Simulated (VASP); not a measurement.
# RbBi: single point with LDA

RbBi:

```xyz
2
Lattice="4.6853 0.0000 0.0000 0.0000 4.6853 0.0000 0.0000 0.0000 3.8589" Properties=species:S:1:pos:R:3 pbc="T T T"
Rb    2.3426    2.3426    1.9294
Bi    0.0000    0.0000    0.0000
```

```json
{
 "Program": "VASP 6.6.1",
 "Task": "single point",
 "Functional": "LDA",
 "Potentials or basis": "VASP PAW LDA potentials, release 64 (Rb_sv, Bi_d)",
 "Cutoff": "520 eV",
 "k mesh": "10 × 10 × 12",
 "Occupations": "gaussian, width 0.15 eV",
 "Spin": "no spin polarisation"
}
```

```json
{
  "Pressure": "-2.5 GPa",
  "Band gap on the k mesh": "zero (band 12 reaches 2.70 eV, above the bottom of band 13 at 1.04 eV)"
}
```

Stress tensor (GPa, compression positive):
```
-1.99  0.00  0.00
 0.00 -1.99  0.00
 0.00  0.00 -3.44
```

Levels at points of the mesh, in eV from the Fermi level:
```tsv
k point	band 9	band 10	band 11	band 12	band 13	band 14	band 15	band 16
(0.00, 0.00, 0.00)	-10.75	-10.29	0.31	0.31	2.10	2.31	2.74	3.98
(0.50, 0.00, 0.00)	-10.74	-9.64	-2.23	0.01	2.23	3.97	4.52	6.86
(0.50, 0.50, 0.00)	-10.73	-9.99	-1.16	-1.16	2.36	2.68	5.56	6.89
(0.00, 0.00, 0.50)	-10.85	-9.34	-2.44	0.60	0.60	4.40	5.10	5.93
(0.50, 0.00, 0.50)	-10.84	-9.47	-1.67	-0.58	1.21	2.71	3.93	4.73
(0.50, 0.50, 0.50)	-10.95	-9.31	-1.86	-1.04	-1.04	4.79	4.79	5.65
```

Run time: 7.5 min on 1 thread of AMD EPYC 7R13, with other jobs on the host, peak memory 0.31 GiB.

Caveat: spin-orbit coupling is left out, which moves the levels of the heavy elements.
